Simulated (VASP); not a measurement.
## P3C: single point with PBE

The system is P3C.

```
P C
1.0
     8.35266    0.00000    0.00000
    -4.17633    7.23362    0.00000
     0.00000    0.00000    3.60978
P C
6 2
Direct
  0.24804 0.49608 0.25000
  0.50392 0.75196 0.25000
  0.24804 0.75196 0.25000
  0.75196 0.50392 0.75000
  0.49608 0.24804 0.75000
  0.75196 0.24804 0.75000
  0.33333 0.66667 0.75000
  0.66667 0.33333 0.25000
```

The cell was generated, and may not be a known phase.

```json
{"Program": "VASP 6.6.1", "Task": "single point", "Functional": "PBE", "Potentials or basis": "VASP PAW PBE potentials, release 64 (P, C_h)", "Cutoff": "1300 eV", "k mesh": "3 × 3 × 4", "Occupations": "gaussian, width 0.1 eV", "Spin": "no spin polarisation", "Dipole correction": "no", "Further INCAR settings": "ALGO = Normal; EDIFF = 1e-06; NBANDS = 29"}
```

```
Pressure               : -0.2 GPa
Largest force          : 0.142 eV/Å
Band gap on the k mesh : zero (bands 19 and 20 overlap by 2.90 eV)
```

Forces in eV/Å, atoms in the order of the input:
```
P    0.000  0.142  0.000
P   -0.123 -0.071  0.000
P    0.123 -0.071  0.000
P    0.000 -0.142  0.000
P    0.123  0.071  0.000
P   -0.123  0.071  0.000
C    0.000  0.000  0.000
C    0.000  0.000  0.000
```

Stress tensor (GPa, compression positive):
```
-0.23  0.00  0.00
 0.00 -0.23  0.00
 0.00  0.00 -0.02
```

Levels at points of the mesh, in eV from the Fermi level:
```tsv
k point	band 15	band 16	band 17	band 18	band 19	band 20	band 21	band 22
(0.00, 0.00, 0.00)	-3.44	-3.44	-0.21	-0.21	0.14	0.14	0.59	0.59
(0.00, 0.00, 0.50)	-2.97	-2.97	-2.97	-2.97	1.41	1.41	2.53	2.53
```

Wall time 5.5 min on 1 thread of Intel(R) Xeon(R) Platinum 8259CL CPU @ 2.50GHz (Skylake/Cascade Lake), on a shared host, peak memory 0.82 GiB.

Caveat: the k points lie up to 0.44 Å⁻¹ apart, too coarse for converged energies and pressures of a metal; this functional lacks dispersion, which binds layers or chains, so the pressure and a relaxed spacing across them are unreliable.
